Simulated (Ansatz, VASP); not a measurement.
Cu2O in VASP and in Ansatz

POSCAR

```
Cu2O
1.0
    4.1186978892      0.0000000000      0.0000000000
    0.0000000000      4.1186978892      0.0000000000
    0.0000000000      0.0000000000      4.1186978892
Cu O
4 2
Direct
    0.2500000000      0.2500000000      0.7500000000
    0.7500000000      0.2500000000      0.2500000000
    0.2500000000      0.7500000000      0.2500000000
    0.7500000000      0.7500000000      0.7500000000
    0.5000000000      0.5000000000      0.5000000000
    0.0000000000      0.0000000000      0.0000000000
```

File INCAR.step1:

```
ALGO     = Normal         # electronic algorithm
EDIFF    = 1E-5           # SCF threshold, eV
ENCUT    = 520            # plane-wave cutoff, eV
GGA      = PE             # functional
GGA_COMPAT= False        
ISIF     = 2              # what is computed and relaxed
ISMEAR   = 0              # smearing method
KPAR     = 4            
LASPH    = True           # aspherical terms in the spheres
LCHARG   = False          # write CHGCAR
LREAL    = False          # projectors in reciprocal space
LWAVE    = True           # write WAVECAR
NBANDS   = 37             # bands
NELM     = 120            # most SCF steps
PREC     = Accurate       # precision mode
SIGMA    = 0.01           # smearing width, eV
```

The input INCAR.step2:

```
ALGO     = Normal         # electronic algorithm
EDIFF    = 1E-6           # SCF threshold, eV
ENCUT    = 520            # plane-wave cutoff, eV
GGA      = PE             # functional
GGA_COMPAT= False        
HFSCREEN = 0.2079         # screening, 1/A
ISIF     = 2              # what is computed and relaxed
ISMEAR   = 0              # smearing method
ISTART   = 1            
KPAR     = 4            
LASPH    = True           # aspherical terms in the spheres
LCHARG   = False          # write CHGCAR
LHFCALC  = True           # exact exchange
LREAL    = False          # projectors in reciprocal space
LWAVE    = False          # write WAVECAR
NBANDS   = 37             # bands
NELM     = 120            # most SCF steps
PREC     = Accurate       # precision mode
PRECFOCK = Normal       
SIGMA    = 0.01           # smearing width, eV
```

KPOINTS

```
k-points
0
Gamma
  4 4 4
```

Input for Ansatz:

```yaml
crystal:
  lattice:
    - [4.1186978892, 0.0, 0.0]
    - [0.0, 4.1186978892, 0.0]
    - [0.0, 0.0, 4.1186978892]
  atoms:
    - { symbol: Cu, position: [0.25, 0.25, 0.75] }
    - { symbol: Cu, position: [0.75, 0.25, 0.25] }
    - { symbol: Cu, position: [0.25, 0.75, 0.25] }
    - { symbol: Cu, position: [0.75, 0.75, 0.75] }
    - { symbol: O, position: [0.5, 0.5, 0.5] }
    - { symbol: O, position: [0.0, 0.0, 0.0] }
kpoints:
  mp_grid: { grid: [4, 4, 4] }
  band_path:
    path: [[0.0, 0.0, 0.0], [0.0, 0.5, 0.0], [0.5, 0.5, 0.0], [0.5, 0.5, 0.5]]
    npoints: 1
hamiltonian:
  xc: hse06
scf:
  occupations: { method: fixed }
  n_extra_bands: 5
output:
  forces: true
  stress: true
  eigenvalues: true
  write_density: true
  write_potential: true
  elf: true
  volumetric_format: npy
```

Change from the starting cell: hydrostatic strain -3.0%.

Alike in both runs: task single point; functional HSE06; k mesh 4 × 4 × 4; no spin polarisation.

```csv
,VASP,Ansatz
version,VASP 6.6.1,Ansatz 0.2.0
potentials or method,"VASP PAW PBE potentials, release 64 (Cu, O)","plane waves, PAW"
plane-wave cutoff (eV),520,420
occupations,"gaussian, width 0.01 eV",fixed
valence electrons in the cell,56,88
```

|  | VASP | Ansatz | Ansatz less VASP |
| --- | --- | --- | --- |
| gap on the k mesh at the Fermi level (eV) | 2.09 | 2.07 | -0.013 |
| pressure (GPa) | 18.7 | 17.5 | -1.17 |

VASP's potentials hold 56 valence electrons a cell and Ansatz's 88, so a difference there can come from the potentials and not from the codes. Ansatz's warnings: stress exchange threshold loose, stress scf threshold loose.
